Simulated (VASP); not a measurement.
Input of a VASP 6.6.1 run:

File INCAR:

```
SYSTEM = TaGe3Pt2
PREC = Accurate
ENCUT = 520
EDIFF = 1E-6
ISMEAR = 0
SIGMA = 0.1
LREAL = .False.
LASPH = .True.
NELM = 60
ALGO = Normal
ISIF = 2
LWAVE = .False.
LCHARG = .True.
GGA = PE
LELF = .True.
LVHAR = .True.
NBANDS = 46
```

Contents of KPOINTS:

```
Automatic mesh
0
Gamma
  8 8 6
  0 0 0
```

The input POSCAR:

```
TaGe3Pt2
1.0
    4.3647089274      0.0000000000      0.0000000000
    0.0000000000      4.3647089274      0.0000000000
    0.0000000000      0.0000000000      5.9711032850
Ta Ge Pt
1 3 2
Direct
    0.5000000000      0.5000000000      0.0000000000
    0.0000000000      0.0000000000      0.0000000000
    0.5000000000      0.5000000000      0.5000000000
    0.0000000000      0.0000000000      0.5000000000
    0.5000000000      0.0000000000      0.7643175124
    0.0000000000      0.5000000000      0.2356824876
```

Potentials or basis: VASP PAW PBE potentials, release 64 (Ta_pv, Ge_d, Pt).

Launch:

```console
$ cat potpaw_PBE.64/Ta_pv/POTCAR potpaw_PBE.64/Ge_d/POTCAR potpaw_PBE.64/Pt/POTCAR > POTCAR
$ mpirun -np 1 vasp_std > vasp.out
```

Question: Predict the pressure.

Answer: 0.0 GPa.

Question: Estimate the band gap on the k mesh.

Answer: Zero (an odd number of electrons rules out a gap without spin polarisation).

Forces in eV/Å, atoms in the order of the input:
```
Ta   0.000  0.000  0.000
Ge   0.000  0.000  0.000
Ge   0.000  0.000  0.000
Ge   0.000  0.000  0.000
Pt   0.000  0.000 -0.003
Pt   0.000  0.000  0.003
```

Caveat: spin-orbit coupling is left out, which moves the levels of the heavy elements; an odd number of electrons without spin polarisation forces a metal; a magnetic or distorted state may lie lower.
